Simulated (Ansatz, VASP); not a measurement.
**Two plane-wave programs on InSb**

```
In Sb
1.0
     0.00000    3.52072    3.52072
     3.52072    0.00000    3.52072
     3.52072    3.52072    0.00000
In Sb
1 1
Direct
  0.00000 0.00000 0.00000
  0.75000 0.75000 0.75000
```

Change from the starting cell: strain +0.080 along x and y, +0.080 along z, atoms carried along.

Alike in both runs: task single point; functional PBEsol; k mesh 16 × 16 × 16; occupations gaussian, width 0.15 eV; no spin polarisation.

|  | VASP | Ansatz |
| --- | --- | --- |
| version | VASP 6.6.1 | Ansatz 0.2.0 |
| potentials or method | VASP PAW PBE potentials, release 64 (In_d, Sb), cutoff 520 eV | scalar-relativistic, plane waves, PAW |
| valence electrons in the cell | 18 | 28 |

```tsv
	VASP	Ansatz	Ansatz less VASP
gap on the k mesh at the Fermi level (eV)	none	none	-
pressure (GPa)	-5.6	-5.6	0.00
```

VASP's potentials were made for PBE, not for PBEsol. A gap of «none» marks a metal or a gap that the smearing closes. VASP's potentials hold 18 valence electrons a cell and Ansatz's 28, so a difference there can come from the potentials and not from the codes.

Spin-orbit coupling is off throughout.
